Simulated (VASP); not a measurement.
# MgTl (R-3m) in VASP: a series of runs

MgTl is run at these levels: LDA; tasks: electric field gradients.

Program: VASP 6.6.1. These are calculated values, not measurements. Logs are shortened: lines on timing, memory, paths and dates and some standing lists are left out, and cuts for length are marked.

### Step 1. The cell of the first run

Symmetry: R-3m, No. 166, trigonal system. Conventional cell: a = 5.166 Å, b = 5.166 Å, c = 6.233 Å, α = 90.00°, β = 90.00°, γ = 120.00°. Within 4.1 Å of Mg (site symmetry -3m) lie 8 Tl at 3.12 to 3.16 Å and 6 Mg at 3.64 Å. Tl (site symmetry -3m) has 8 Mg at 3.12 to 3.16 Å and 6 Tl at 3.64 Å within 4.1 Å.

### Step 2. Electric field gradients, LDA (equal xy, yz and zx shear strains of -1 %)

INCAR reads:

```
SYSTEM = MgTl
PREC = Accurate ; ENCUT = 520
EDIFF = 1E-8 ; ISMEAR = -1
SIGMA = 0.05 ; LREAL = .False.
LASPH = .True. ; NELM = 60
ALGO = Normal ; ISIF = 2
LWAVE = .False. ; LCHARG = .False.
LEFG = .True. ; NBANDS = 14
```

KPOINTS reads:

```
regular mesh
0
Gamma
  9 9 9
  0 0 0
```

POSCAR reads:

```
MgTl
1.0
    3.6350000000     -0.0181750000     -0.0181750000
   -0.0181750000      3.6350000000     -0.0181750000
   -0.0181750000     -0.0181750000      3.6350000000
Mg Tl
1 1
Direct
    0.0000000000      0.0000000000      0.0000000000
    0.5000000000      0.5000000000      0.5000000000
```

Potentials or basis: VASP PAW LDA potentials, release 64 (Mg, Tl_d).

The run is started by

```console
cat potpaw_LDA.64/Mg/POTCAR potpaw_LDA.64/Tl_d/POTCAR > POTCAR
mpirun -np 1 vasp_std > vasp.out
```

OUTCAR:

```text
SYSTEM = MgTl
   PREC = Accurate
   ENCUT = 520
   EDIFF = 1E-8
   ISMEAR = -1
   LREAL = .False.
   LASPH = .True.
   NELM = 60
   ISIF = 2

 ion  position               nearest neighbor table
   1  0.000  0.000  0.000-   2 3.12   2 3.12   2 3.16   2 3.16   2 3.16   2 3.16   2 3.16   2 3.16

   2  0.500  0.500  0.500-   1 3.12   1 3.12   1 3.16   1 3.16   1 3.16   1 3.16   1 3.16   1 3.16

  LATTYP: Found a trigonal (rhomboedric) cell.
 ALAT       =     3.6350908739
 COS(alpha) =    -0.0099745013

  Lattice vectors:

 A1 = (   3.6350000000,  -0.0181750000,  -0.0181750000)
 A2 = (  -0.0181750000,   3.6350000000,  -0.0181750000)
 A3 = (  -0.0181750000,  -0.0181750000,   3.6350000000)

Analysis of symmetry for initial positions (statically):
=====================================================================
 Subroutine PRICEL returns:
 Original cell was already a primitive cell.

 Routine SETGRP: Setting up the symmetry group for a
 trigonal (rhombohedral) supercell.

 Subroutine GETGRP returns: Found 12 space group operations
 (whereof 12 operations were pure point group operations)
 out of a pool of 12 trial point group operations.

The static configuration has the point symmetry D_3d.

Analysis of symmetry for dynamics (positions and initial velocities):
=====================================================================
 Subroutine PRICEL returns:
 Original cell was already a primitive cell.

 Routine SETGRP: Setting up the symmetry group for a
 trigonal (rhombohedral) supercell.

 Subroutine GETGRP returns: Found 12 space group operations
 (whereof 12 operations were pure point group operations)
 out of a pool of 12 trial point group operations.

The dynamic configuration has the point symmetry D_3d.

 Subroutine INISYM returns: Found 12 space group operations
 (whereof 12 operations are pure point group operations),
 and found     1 'primitive' translations

----------------------------------------------------------------------------------------

                                     Primitive cell

  volume of cell :      48.0265

  direct lattice vectors                    reciprocal lattice vectors
     3.635000000 -0.018175000 -0.018175000     0.275116989  0.001382497  0.001382497
    -0.018175000  3.635000000 -0.018175000     0.001382497  0.275116989  0.001382497
    -0.018175000 -0.018175000  3.635000000     0.001382497  0.001382497  0.275116989

  length of vectors
     3.635090874  3.635090874  3.635090874     0.275123936  0.275123936  0.275123936

  position of ions in fractional coordinates (direct lattice)
     0.000000000  0.000000000  0.000000000
     0.500000000  0.500000000  0.500000000

  ion indices of the primitive-cell ions
   primitive index   ion index
                 1           1
                 2           2

----------------------------------------------------------------------------------------

 KPOINTS: regular mesh

Automatic generation of k-mesh.
 Grid dimensions read from file:
 generate k-points for:    9    9    9

 Generating k-lattice:

  Cartesian coordinates                     Fractional coordinates (reciprocal lattice)
     0.030568554  0.000153611  0.000153611     0.111111111  0.000000000  0.000000000
     0.000153611  0.030568554  0.000153611     0.000000000  0.111111111  0.000000000
     0.000153611  0.000153611  0.030568554     0.000000000  0.000000000  0.111111111

  Length of vectors
     0.030569326  0.030569326  0.030569326

  Shift w.r.t. Gamma in fractional coordinates (k-lattice)
     0.000000000  0.000000000  0.000000000

 Subroutine IBZKPT returns following result:
 ===========================================

 Found     85 irreducible k-points:

 Following reciprocal coordinates:
            Coordinates               Weight
  0.000000  0.000000  0.000000      1.000000
  0.111111  0.000000  0.000000      6.000000
  0.222222 -0.000000  0.000000      6.000000
  0.333333 -0.000000  0.000000      6.000000
[... 32 lines left out ...]
   ICHARG =      2    charge: 1-file 2-atom 10-const
   ISPIN  =      1    spin polarized calculation?
   LNONCOLLINEAR =      F non collinear calculations
   LSORBIT =      F    spin-orbit coupling
   LASPH  =      T    aspherical Exc in radial PAW
   ENCUT  =  520.0 eV  38.22 Ry    6.18 a.u.   6.76  6.76  6.76*2*pi/ulx,y,z
   NELM   =     60;   NELMIN=  2; NELMDL= -5     # of ELM steps
   EDIFF  = 0.1E-07   stopping-criterion for ELM
   LREAL  =      F    real-space projection
   EDIFFG = 0.1E-06   stopping-criterion for IOM
   NSW    =      0    number of steps for IOM
   IBRION =     -1    ionic relax: 0-MD 1-quasi-New 2-CG
   NFREE  =      0    steps in history (QN), initial steepest desc. (CG)
   ISIF   =      2    stress and relaxation
   ISYM   =      2    0-nonsym 1-usesym 2-fastsym
   POTIM  = 0.5000    time-step for ionic-motion
   TEBEG  =    0.0;   TEEND  =   0.0 temperature during run
   PSTRESS=    0.0 pullay stress
   NELECT =      15.0000    total number of electrons
   NUPDOWN=      -1.0000    fix difference up-down
   EMIN   =  10.00;   EMAX   =-10.00  energy-range for DOS
   EFERMI =   0.00;   METHOD = LEGACY
   ISMEAR =    -1;   SIGMA  =   0.05  broadening in eV -4-tet -1-fermi 0-gaus
   EFERMI_NEDOS =   21; number of points for ismear=-14 and -15
   IALGO  =     38    algorithm
   IMIX   =      4    mixing-type and parameters
     AMIX     =   0.40;   BMIX     =  1.00
     AMIX_MAG =   1.60;   BMIX_MAG =  1.00
  volume/ion in A,a.u.               =      24.01       162.05
  Fermi-wavevector in a.u.,A,eV,Ry     =   1.110738  2.098991 16.786045  1.233739
  Thomas-Fermi vector in A             =   2.247293
   LORBIT       =      0    0 simple, 1 ext, 2 COOP (PROOUT), +10 PAW based schemes
   GGA     = CA    functional components
   LHFCALC =     F    Hartree Fock is set to
   AEXX    =    0.0000 exact exchange contribution
   IVDW    =     0    specifies the selected vdW correction
   LEPSILON=     F    determine dielectric tensor
   LRPA    =     F    only Hartree local field effects (RPA)
 non-spin polarized calculation
  energy-cutoff  :      520.00
  volume of cell :       48.03
 maximum number of plane-waves:      1321
   NGX = 13   NGY = 13   NGZ = 13

 number of electron      14.9999994 magnetization

 Free energy of the ion-electron system (eV)
  ---------------------------------------------------
  ext. energy  EPLUGINS =         0.00000000
  ---------------------------------------------------
  free energy    TOTEN  =        -5.05262652 eV

  energy without entropy =       -5.04432229  energy(sigma->0) =       -5.04847440

 E-fermi :   5.4088     XC(G=0):  -9.9789

 val. band max:        5.3881200045   @ k =   0.3333   0.2222   0.1111
 cond. band min:       5.4200667207   @ k =  -0.2222  -0.3333   0.1111
 fundamental gap:      0.0319467162
 Fermi energy:         5.4088045418

 k-point     1 :       0.0000    0.0000    0.0000
  band No.  band energies     occupation
      1      -6.4076      2.00000
      2      -6.4076      2.00000
      3      -6.0631      2.00000
      4      -6.0524      2.00000
      5      -6.0524      2.00000
      6      -4.2337      2.00000
      7       7.6930      0.00000
      8       7.7964      0.00000
      9       7.7964      0.00000
     10       8.6999      0.00000
     11      10.7228      0.00000
     12      10.7228      0.00000
     13      18.6541      0.00000
     14      18.6541      0.00000
[... 377 lines left out ...]
      1      -6.4021      2.00000
      2      -6.2569      2.00000
      3      -6.1664      2.00000
      4      -6.1618      2.00000
      5      -5.8796      2.00000
      6      -0.3940      2.00000
      7       2.8338      2.00000
      8       2.8597      2.00000
      9       5.5394      0.13678
     10      12.1852      0.00000
     11      13.3283      0.00000
     12      13.7450      0.00000
     13      14.1064      0.00000
     14      15.5445      0.00000

 [... further k-points ...]

------------------------ aborting loop because EDIFF is reached ----------------------------------------

  FORCE on cell =-STRESS in cart. coord.  units (eV):
  Direction    XX          YY          ZZ          XY          YZ          ZX
  --------------------------------------------------------------------------------------
  -------------------------------------------------------------------------------------
  Total       -0.8068326     -0.8068326     -0.8068326     -0.0152897     -0.0152897     -0.0152897
  in kB      -26.9161834    -26.9161834    -26.9161834     -0.5100701     -0.5100701     -0.5100701
  external PRESSURE =     -26.9161834 kB  Pullay stress =       0.0000000 kB

 VOLUME and BASIS-vectors are now :
 -----------------------------------------------------------------------------
  energy-cutoff  :      520.00
  volume of cell :       48.03
      direct lattice vectors                 reciprocal lattice vectors
     3.635000000 -0.018175000 -0.018175000     0.275116989  0.001382497  0.001382497
    -0.018175000  3.635000000 -0.018175000     0.001382497  0.275116989  0.001382497
    -0.018175000 -0.018175000  3.635000000     0.001382497  0.001382497  0.275116989

 POSITION                                       TOTAL-FORCE (eV/Angst)
 -----------------------------------------------------------------------------------
      0.00000      0.00000      0.00000        -0.000000      0.000000      0.000000
      1.79933      1.79933      1.79932         0.000000     -0.000000      0.000000
 -----------------------------------------------------------------------------------
    total drift:                                0.000000      0.000000      0.000000

  FREE ENERGIE OF THE ION-ELECTRON SYSTEM (eV)
  ---------------------------------------------------
  free  energy   TOTEN  =        -5.0526265215 eV

  energy  without entropy=       -5.0443222880  energy(sigma->0) =       -5.04847440

 Electric field gradients (V/A^2)
---------------------------------------------------------------------
 ion       V_xx      V_yy      V_zz      V_xy      V_xz      V_yz
---------------------------------------------------------------------
   1       0.000    -0.000     0.000    -0.304    -0.304    -0.304
   2      -0.000     0.000     0.000   -10.185   -10.185   -10.185
---------------------------------------------------------------------

 Electric field gradients after diagonalization (V/A^2)
 (convention: |V_zz| > |V_xx| > |V_yy|)
----------------------------------------------------------------------
 ion       V_xx      V_yy      V_zz     asymmetry (V_yy - V_xx)/ V_zz
----------------------------------------------------------------------
   1       0.304     0.304    -0.607       0.000
   2      10.185    10.185   -20.370       0.000
----------------------------------------------------------------------

           NMR quadrupolar parameters

 Cq : quadrupolar parameter    Cq=e*Q*V_zz/h
 eta: asymmetry parameters     (V_yy - V_xx)/ V_zz
 Q  : nuclear electric quadrupole moment in mb (millibarn)
----------------------------------------------------------------------
 ion       Cq(MHz)       eta       Q (mb)
----------------------------------------------------------------------
   1      -0.001       0.000       1.000
   2      -0.049       0.000       1.000
----------------------------------------------------------------------
```

Run time: 44 s. Hardware: 1 thread of Intel Xeon Platinum 8259CL at 2.50GHz (Skylake/Cascade Lake), shared host; peak memory 0.19 GiB.

What came out:

```
Free energy                             : -5.0526 eV
Pressure                                : -2.7 GPa
Band gap on the k mesh                  : zero (an odd number of electrons rules out a gap without spin polarisation)
Largest electric field gradient by atom : Mg -0.6; Tl -20.4 V/Å²
```

Levels at points of the mesh, in eV from the Fermi level:
```tsv
k point	band 5	band 6	band 7	band 8	band 9	band 10	band 11	band 12
(0.00, 0.00, 0.00)	-11.46	-9.64	2.28	2.39	2.39	3.29	5.31	5.31
```

Electric field gradients, principal values (V/Å²):
| atom | least | middle | greatest (by size) |
| --- | --- | --- | --- |
| 1 Mg | 0.304 | 0.304 | -0.607 |
| 2 Tl | 10.185 | 10.185 | -20.370 |

Caveat: the cell differs from its parent crystal (equal xy, yz and zx shear strains of -1 %); without QUAD_EFG the Cq values of the log hold for a quadrupole moment of 1 mb, not for the nuclei; spin-orbit coupling is left out, which moves the levels of the heavy elements.

### Step 3. Electric field gradients, LDA (equal xy, yz and zx shear strains of +1 %)

INCAR reads:

```
SYSTEM = MgTl
ALGO = Normal
EDIFF = 1E-8
ENCUT = 520
ISIF = 2
ISMEAR = -1
LASPH = .TRUE.
LCHARG = .FALSE.
LEFG = .TRUE.
LREAL = .FALSE.
LWAVE = .FALSE.
NBANDS = 14
NELM = 60
PREC = Accurate
SIGMA = 0.05
```

KPOINTS reads:

```
k-points
0
G
  9 9 9
  0 0 0
```

POSCAR reads:

```
MgTl
1.0
    3.6350000000      0.0181750000      0.0181750000
    0.0181750000      3.6350000000      0.0181750000
    0.0181750000      0.0181750000      3.6350000000
Mg Tl
1 1
Direct
    0.0000000000      0.0000000000      0.0000000000
    0.5000000000      0.5000000000      0.5000000000
```

Potentials or basis: VASP PAW LDA potentials, release 64 (Mg, Tl_d).

The run is started by

```console
cat potpaw_LDA.64/Mg/POTCAR potpaw_LDA.64/Tl_d/POTCAR > POTCAR
mpirun -np 1 vasp_std > vasp.out
```

OUTCAR:

```text
SYSTEM = MgTl
   EDIFF = 1E-8
   ENCUT = 520
   ISIF = 2
   ISMEAR = -1
   LASPH = .TRUE.
   LREAL = .FALSE.
   NELM = 60
   PREC = Accurate

 ion  position               nearest neighbor table
   1  0.000  0.000  0.000-   2 3.14   2 3.14   2 3.14   2 3.14   2 3.14   2 3.14   2 3.18   2 3.18

   2  0.500  0.500  0.500-   1 3.14   1 3.14   1 3.14   1 3.14   1 3.14   1 3.14   1 3.18   1 3.18

  LATTYP: Found a trigonal (rhomboedric) cell.
 ALAT       =     3.6350908739
 COS(alpha) =     0.0100244988

  Lattice vectors:

 A1 = (   3.6350000000,   0.0181750000,   0.0181750000)
 A2 = (   0.0181750000,   3.6350000000,   0.0181750000)
 A3 = (   0.0181750000,   0.0181750000,   3.6350000000)
[... 620 lines left out ...]

  energy  without entropy=       -5.0445133926  energy(sigma->0) =       -5.04861821

 Electric field gradients (V/A^2)
---------------------------------------------------------------------
 ion       V_xx      V_yy      V_zz      V_xy      V_xz      V_yz
---------------------------------------------------------------------
   1       0.000    -0.000     0.000     0.245     0.245     0.245
   2       0.000    -0.000     0.000     9.869     9.869     9.869
---------------------------------------------------------------------

 Electric field gradients after diagonalization (V/A^2)
 (convention: |V_zz| > |V_xx| > |V_yy|)
----------------------------------------------------------------------
 ion       V_xx      V_yy      V_zz     asymmetry (V_yy - V_xx)/ V_zz
----------------------------------------------------------------------
   1      -0.245    -0.245     0.490       0.000
   2      -9.869    -9.869    19.739       0.000
----------------------------------------------------------------------

           NMR quadrupolar parameters

 Cq : quadrupolar parameter    Cq=e*Q*V_zz/h
 eta: asymmetry parameters     (V_yy - V_xx)/ V_zz
 Q  : nuclear electric quadrupole moment in mb (millibarn)
----------------------------------------------------------------------
 ion       Cq(MHz)       eta       Q (mb)
----------------------------------------------------------------------
   1       0.001       0.000       1.000
   2       0.048       0.000       1.000
----------------------------------------------------------------------
```

stdout:

```text
POSCAR found type information on POSCAR MgTl
 POSCAR found :  2 types and       2 ions
 scaLAPACK will be used
 LDA part: xc-table for (Slater(with rela. corr.)+CA(PZ))
 , standard interpolation
 POSCAR, INCAR and KPOINTS ok, starting setup
 FFT: planning ... GRIDC
 FFT: planning ... GRID_SOFT
 FFT: planning ... GRID
 WAVECAR not read
 entering main loop
ion   1

ion   2
```

Wall time 40 s (1 thread of Intel Xeon Platinum 8259CL at 2.50GHz (Skylake/Cascade Lake), shared host); peak memory 0.19 GiB.

Results:

| Item | Value |
| --- | --- |
| Free energy | -5.0527 eV |
| Pressure | -2.7 GPa |
| Band gap on the k mesh | zero (an odd number of electrons rules out a gap without spin polarisation) |
| Largest electric field gradient by atom | Mg +0.5; Tl +19.7 V/Å² |

Stress tensor (GPa, compression positive):
```
-2.69  0.08  0.08
 0.08 -2.69  0.08
 0.08  0.08 -2.69
```

Electric field gradients, principal values (V/Å²):
```tsv
atom	least	middle	greatest (by size)
1 Mg	-0.245	-0.245	0.490
2 Tl	-9.869	-9.869	19.739
```

Caveat: the cell differs from its parent crystal (equal xy, yz and zx shear strains of +1 %); without QUAD_EFG the Cq values of the log hold for a quadrupole moment of 1 mb, not for the nuclei; spin-orbit coupling is left out, which moves the levels of the heavy elements.

(Continued in part 2 of 2.)

The gap in the log of VASP goes by the Fermi energy; the results here count the filled bands.